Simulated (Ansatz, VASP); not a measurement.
# ZrO2: VASP beside Ansatz

```
Zr O
1.0
     3.52901    0.00000    0.00000
     0.00000    3.52901    0.00000
     0.00000    0.00000    5.12262
Zr O
2 4
Cartesian
  0.0000 0.0000 0.0000
  1.7645 1.7645 2.5613
  0.0000 1.7645 1.4910
  0.0000 1.7645 4.0523
  1.7645 0.0000 3.6316
  1.7645 0.0000 1.0703
```

Change from the starting cell: hydrostatic strain -2.0%.

Alike in both runs: task single point; functional HSE06; k mesh 4 × 4 × 4; no spin polarisation.

|  | VASP | Ansatz |
| --- | --- | --- |
| version | VASP 6.6.1 | Ansatz 0.2.0 |
| potentials or method | VASP PAW PBE potentials, release 64 (Zr_sv, O) | plane waves, PAW |
| plane-wave cutoff (eV) | 520 | 420 |
| occupations | gaussian, width 0.01 eV | fixed |
| valence electrons in the cell | 48 | 48 |

|  | VASP | Ansatz | Ansatz less VASP |
| --- | --- | --- | --- |
| gap on the k mesh at the Fermi level (eV) | 5.75 | 5.76 | +0.011 |
| pressure (GPa) | 11.3 | 10.6 | -0.65 |
| traceless stress, the component that is largest in VASP (GPa) | -3.36 | -3.28 | +0.080 |
| rms of the force components (eV/Å) | 0.006 | 0.006 | 0.0000 |

Atom by atom the forces differ by 0.012 eV/Å (rms over components). Ansatz's warnings: stress exchange threshold loose, stress scf threshold loose.

The k mesh is coarse, so the values compare programs but aren't converged.
